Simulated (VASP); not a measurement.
# Al in VASP: a series of runs

Runs on Al. Level: PBE. Tasks: single point.

Everything below comes from runs of VASP 6.6.1. Logs are shortened: lines on timing, memory, paths and dates and some standing lists are left out, and cuts for length are marked.

## (1) The cell of the first run

The cell holds a slab with vacuum, 2 atoms: a = 2.864 Å, b = 2.864 Å, c = 16.338 Å, α = 90.00°, β = 90.00°, γ = 60.00°.

## (2) Single point, PBE

INCAR

```
PREC = Accurate ; ENCUT = 400
EDIFF = 1E-6 ; ISMEAR = 1
SIGMA = 0.05 ; LREAL = False
LASPH = True ; NELM = 120
ALGO = Normal ; ISIF = 2
LWAVE = False ; LCHARG = False
LDIPOL = True ; IDIPOL = 3
DIPOL = 0.5 0.5 0.500 ; GGA = PE
NBANDS = 10 ; GGA_COMPAT = False
NELMDL = -8
```

KPOINTS

```
regular mesh
0
Gamma
  8 8 1
```

POSCAR

```
Al
1.0
    2.8635066922      0.0000000000      0.0000000000
    1.4317533461      2.4798695393      0.0000000000
    0.0000000000      0.0000000000     16.3380434236
Al
2
Direct
    0.0000000000      0.0000000000      0.4284478758
    0.6666666667      0.6666666667      0.5715521242
```

Potentials or basis: VASP PAW PBE potentials, release 64 (Al).

Command:

```console
$ cat potpaw_PBE.64/Al/POTCAR > POTCAR
$ mpirun -np 1 vasp_std > vasp.out
```

OUTCAR:

```text
PREC = Accurate
   ENCUT = 400
   EDIFF = 1E-6
   ISMEAR = 1
   LREAL = False
   LASPH = True
   NELM = 120
   ISIF = 2
   GGA = PE
   NELMDL = -8

 ion  position               nearest neighbor table
   1  0.000  0.000  0.428-   2 2.86   2 2.86   2 2.86
   2  0.667  0.667  0.572-   1 2.86   1 2.86   1 2.86

  LATTYP: Found a hexagonal cell.
 ALAT       =     2.8635066922
 C/A-ratio  =     5.7056068590

  Lattice vectors:

 A1 = (  -1.4317533461,  -2.4798695393,   0.0000000000)
 A2 = (   2.8635066922,   0.0000000000,   0.0000000000)
 A3 = (   0.0000000000,   0.0000000000,  16.3380434236)

Analysis of symmetry for initial positions (statically):
=====================================================================
 Subroutine PRICEL returns:
 Original cell was already a primitive cell.

 Routine SETGRP: Setting up the symmetry group for a
 hexagonal supercell.

 Subroutine GETGRP returns: Found 12 space group operations
 (whereof  6 operations were pure point group operations)
 out of a pool of 24 trial point group operations.

The static configuration has the point symmetry C_3v.
 The point group associated with its full space group is D_3d.

Analysis of symmetry for dynamics (positions and initial velocities):
=====================================================================
 Subroutine PRICEL returns:
 Original cell was already a primitive cell.

 Routine SETGRP: Setting up the symmetry group for a
 hexagonal supercell.

 Subroutine GETGRP returns: Found 12 space group operations
 (whereof  6 operations were pure point group operations)
 out of a pool of 24 trial point group operations.

The dynamic configuration has the point symmetry C_3v.
 The point group associated with its full space group is D_3d.

 Subroutine INISYM returns: Found 12 space group operations
 (whereof  6 operations are pure point group operations),
 and found     1 'primitive' translations

----------------------------------------------------------------------------------------

                                     Primitive cell

  volume of cell :     116.0185

  direct lattice vectors                    reciprocal lattice vectors
     2.863506692  0.000000000  0.000000000     0.349222163 -0.201623510  0.000000000
     1.431753346  2.479869539  0.000000000     0.000000000  0.403247019  0.000000000
     0.000000000  0.000000000 16.338043424     0.000000000  0.000000000  0.061206839

  length of vectors
     2.863506692  2.863506692 16.338043424     0.403247019  0.403247019  0.061206839

  position of ions in fractional coordinates (direct lattice)
     0.000000000  0.000000000  0.428447876
     0.666666667  0.666666667  0.571552124

  ion indices of the primitive-cell ions
   primitive index   ion index
                 1           1
                 2           2

----------------------------------------------------------------------------------------

 KPOINTS: regular mesh

Automatic generation of k-mesh.
 Grid dimensions read from file:
 generate k-points for:    8    8    1

 Generating k-lattice:

  Cartesian coordinates                     Fractional coordinates (reciprocal lattice)
     0.043652770 -0.025202939  0.000000000     0.125000000 -0.000000000  0.000000000
     0.000000000  0.050405877  0.000000000     0.000000000  0.125000000  0.000000000
     0.000000000  0.000000000  0.061206839     0.000000000  0.000000000  1.000000000

  Length of vectors
     0.050405877  0.050405877  0.061206839

  Shift w.r.t. Gamma in fractional coordinates (k-lattice)
     0.000000000  0.000000000  0.000000000

 Subroutine IBZKPT returns following result:
 ===========================================

 Found     10 irreducible k-points:

 Following reciprocal coordinates:
            Coordinates               Weight
  0.000000  0.000000  0.000000      1.000000
  0.125000 -0.000000  0.000000      6.000000
  0.250000 -0.000000  0.000000      6.000000
  0.375000 -0.000000  0.000000      6.000000
  0.500000 -0.000000  0.000000      3.000000
  0.250000  0.125000  0.000000      6.000000
  0.375000  0.125000  0.000000     12.000000
  0.500000  0.125000  0.000000     12.000000
  0.500000  0.250000  0.000000      6.000000
 -0.375000  0.250000  0.000000      6.000000
   k-points           NKPTS =     10   k-points in BZ     NKDIM =     10   number of bands    NBANDS=     10
   number of dos      NEDOS =    301   number of ions     NIONS =      2
   total plane-waves  NPLWV =  43200
   dimension x,y,z NGX =    20 NGY =   20 NGZ =  108
   dimension x,y,z NGXF=    40 NGYF=   40 NGZF=  216
   ions per type =               2
   NGX,Y,Z   is equivalent  to a cutoff of  11.61, 11.61, 10.99 a.u.
   NGXF,Y,Z  is equivalent  to a cutoff of  23.22, 23.22, 21.98 a.u.
 SYSTEM =  unknown system
   PREC   = accura    normal or accurate (medium, high low for compatibility)
   ISTART =      0    job   : 0-new  1-cont  2-samecut
   ICHARG =      2    charge: 1-file 2-atom 10-const
   ISPIN  =      1    spin polarized calculation?
   LNONCOLLINEAR =      F non collinear calculations
   LSORBIT =      F    spin-orbit coupling
   LASPH  =      T    aspherical Exc in radial PAW
   ENCUT  =  400.0 eV  29.40 Ry    5.42 a.u.   4.67  4.67 26.64*2*pi/ulx,y,z
   NELM   =    120;   NELMIN=  2; NELMDL= -8     # of ELM steps
   EDIFF  = 0.1E-05   stopping-criterion for ELM
   LREAL  =      F    real-space projection
   EDIFFG = 0.1E-04   stopping-criterion for IOM
   NSW    =      0    number of steps for IOM
   IBRION =     -1    ionic relax: 0-MD 1-quasi-New 2-CG
   NFREE  =      0    steps in history (QN), initial steepest desc. (CG)
   ISIF   =      2    stress and relaxation
   ISYM   =      2    0-nonsym 1-usesym 2-fastsym
   POTIM  = 0.5000    time-step for ionic-motion
   TEBEG  =    0.0;   TEEND  =   0.0 temperature during run
   PSTRESS=    0.0 pullay stress
   NELECT =       6.0000    total number of electrons
   NUPDOWN=      -1.0000    fix difference up-down
   EMIN   =  10.00;   EMAX   =-10.00  energy-range for DOS
   EFERMI =   0.00;   METHOD = LEGACY
   ISMEAR =     1;   SIGMA  =   0.05  broadening in eV -4-tet -1-fermi 0-gaus
   EFERMI_NEDOS =   21; number of points for ismear=-14 and -15
   IALGO  =     38    algorithm
   IMIX   =      4    mixing-type and parameters
     AMIX     =   0.40;   BMIX     =  1.00
     AMIX_MAG =   1.60;   BMIX_MAG =  1.00
  volume/ion in A,a.u.               =      58.01       391.47
  Fermi-wavevector in a.u.,A,eV,Ry     =   0.609934  1.152608  5.061633  0.372020
  Thomas-Fermi vector in A             =   1.665311
   LORBIT       =      0    0 simple, 1 ext, 2 COOP (PROOUT), +10 PAW based schemes
   GGA     = PE    functional components
   LHFCALC =     F    Hartree Fock is set to
   AEXX    =    0.0000 exact exchange contribution
   IVDW    =     0    specifies the selected vdW correction
   LEPSILON=     F    determine dielectric tensor
   LRPA    =     F    only Hartree local field effects (RPA)
 non-spin polarized calculation
 Methfessel and Paxton  Order N= 1 SIGMA  =   0.05
  energy-cutoff  :      400.00
  volume of cell :      116.02
 maximum number of plane-waves:      2141
   NGX =  9   NGY =  9   NGZ = 53

 number of electron       6.0000000 magnetization

 dipolmoment           0.000000      0.000000     -0.000000 electrons x Angstroem

 Free energy of the ion-electron system (eV)
  ---------------------------------------------------
  ext. energy  EPLUGINS =         0.00000000
  ---------------------------------------------------
  free energy    TOTEN  =        -6.67936150 eV

  energy without entropy =       -6.67801602  energy(sigma->0) =       -6.67891301

 E-fermi :  -0.8094     XC(G=0):  -4.0410

 val. band max:       -0.8145508185   @ k =  -0.3750   0.2500   0.0000
 cond. band min:      -0.6705256244   @ k =   0.5000   0.2500   0.0000
 fundamental gap:      0.1440251941
 Fermi energy:        -0.8093872231

 k-point     1 :       0.0000    0.0000    0.0000
  band No.  band energies     occupation
      1     -10.7845      2.00000
      2      -7.5693      2.00000
      3      -3.3038      2.00000
      4       1.0169      0.00000
      5       2.9902      0.00000
      6       4.2809      0.00000
      7       4.5095      0.00000
      8       7.5689      0.00000
      9       7.5902      0.00000
     10      10.6598      0.00000

 k-point     2 :       0.1250   -0.0000    0.0000
  band No.  band energies     occupation
      1     -10.4107      2.00000
      2      -7.1969      2.00000
      3      -2.9486      2.00000
      4       1.3703      0.00000
      5       3.3646      0.00000
      6       4.6425      0.00000
      7       4.8726      0.00000
      8       6.6405      0.00000
      9       7.9020      0.00000
     10       7.9901      0.00000

 k-point     3 :       0.2500   -0.0000    0.0000
  band No.  band energies     occupation
      1      -9.2953      2.00000
      2      -6.0888      2.00000
      3      -1.8869      2.00000
      4       1.9252      0.00000
      5       2.7380      0.00000
      6       4.4954      0.00000
      7       5.1915      0.00000
      8       5.7977      0.00000
      9       6.0436      0.00000
     10       7.0119      0.00000
[... 66 lines left out ...]
 k-point     9 :       0.5000    0.2500    0.0000
  band No.  band energies     occupation
      1      -6.3657      2.00000
      2      -3.2370      2.00000
      3      -0.6705     -0.00061
      4      -0.5976     -0.00000
      5       0.9811      0.00000
      6       2.3350      0.00000
      7       2.8020      0.00000
      8       5.3543      0.00000
      9       6.6126      0.00000
     10       7.1535      0.00000

 k-point    10 :      -0.3750    0.2500    0.0000
  band No.  band energies     occupation
      1      -3.9237      2.00000
      2      -3.8142      2.00000
      3      -1.2848      2.00000
      4      -0.8146      1.17376
      5      -0.0807     -0.00000
      6       2.2135      0.00000
      7       3.1473      0.00000
      8       3.7317      0.00000
      9       6.3562      0.00000
     10       8.3165      0.00000

------------------------ aborting loop because EDIFF is reached ----------------------------------------

 vacuum level on the upper side and lower side of the slab       (xc-potential included)        -0.140        -0.140

  FORCE on cell =-STRESS in cart. coord.  units (eV):
  Direction    XX          YY          ZZ          XY          YZ          ZX
  --------------------------------------------------------------------------------------
  -------------------------------------------------------------------------------------
  Total       -2.5044946     -2.5044946      1.1370500      0.0000000     -0.0000000      0.0000000
  in kB      -34.5862593    -34.5862593     15.7022922      0.0000000     -0.0000000      0.0000000
  external PRESSURE =     -17.8234088 kB  Pullay stress =       0.0000000 kB

 VOLUME and BASIS-vectors are now :
 -----------------------------------------------------------------------------
  energy-cutoff  :      400.00
  volume of cell :      116.02
      direct lattice vectors                 reciprocal lattice vectors
     2.863506692  0.000000000  0.000000000     0.349222163 -0.201623510  0.000000000
     1.431753346  2.479869539  0.000000000     0.000000000  0.403247019  0.000000000
     0.000000000  0.000000000 16.338043424     0.000000000  0.000000000  0.061206839

 POSITION                                       TOTAL-FORCE (eV/Angst)
 -----------------------------------------------------------------------------------
      0.00000      0.00000      7.00000         0.000000      0.000000     -0.488110
      2.86351      1.65325      9.33804        -0.000000     -0.000000      0.488110
 -----------------------------------------------------------------------------------
    total drift:                                0.000000      0.000000     -0.000002

  FREE ENERGIE OF THE ION-ELECTRON SYSTEM (eV)
  ---------------------------------------------------
  free  energy   TOTEN  =        -6.6793615011 eV

  energy  without entropy=       -6.6780160172  energy(sigma->0) =       -6.67891301

 vacuum level on the upper side and lower side of the slab         3.531         3.530
```

It took 8.4 s on 1 thread of Intel Xeon 6975P-C (Granite Rapids), shared host; peak memory 0.18 GiB.

What came out:

```
Free energy            : -6.6794 eV
Largest force          : 0.488 eV/Å
Band gap on the k mesh : zero (band 3 reaches -0.67 eV, above the bottom of band 4 at -1.54 eV)
```

Forces on the atoms (eV/Å):
```
Al   0.000  0.000 -0.488
Al   0.000  0.000  0.488
```

## (3) Single point, PBE

This run uses another cell than the first one: it holds 3 atoms, not 2.

INCAR

```
PREC = Accurate
ENCUT = 400
EDIFF = 1E-6
ISMEAR = 1
SIGMA = 0.05
LREAL = False
LASPH = True
NELM = 120
ALGO = Normal
ISIF = 2
LWAVE = False
LCHARG = False
LDIPOL = True
IDIPOL = 3
DIPOL = 0.5 0.5 0.500
GGA = PE
NBANDS = 12
GGA_COMPAT = False
NELMDL = -8
```

KPOINTS is that of step 2.

POSCAR

```
Al
1.0
    2.8635066922      0.0000000000      0.0000000000
    1.4317533461      2.4798695393      0.0000000000
    0.0000000000      0.0000000000     18.6760868472
Al
3
Direct
    0.0000000000      0.0000000000      0.3748108508
    0.6666666667      0.6666666667      0.5000000000
    0.3333333333      0.3333333333      0.6251891492
```

Potentials or basis: VASP PAW PBE potentials, release 64 (Al).

Command:

```console
$ cat potpaw_PBE.64/Al/POTCAR > POTCAR
$ mpirun -np 1 vasp_std > vasp.out
```

Run time: 12 s. Hardware: 1 thread of Intel Xeon 6975P-C (Granite Rapids), shared host; peak memory 0.2 GiB.

The run converged. Its results:

* Free energy: -10.5703 eV
* Largest force: 0.138 eV/Å

Forces on the atoms (eV/Å):
```
Al   0.000  0.000  0.138
Al   0.000  0.000  0.000
Al   0.000  0.000 -0.138
```

Levels at points of the mesh, in eV from the Fermi level:
```
           k point  band 1  band 2  band 3  band 4  band 5  band 6  band 7  band 8  band 9
(0.00, 0.00, 0.00)  -10.51   -8.90   -6.27   -3.15    0.34    2.87    3.61    5.24    5.29
(0.50, 0.00, 0.00)   -4.65   -4.64   -3.33   -2.81   -0.53   -0.29    2.49    2.53    5.90
```
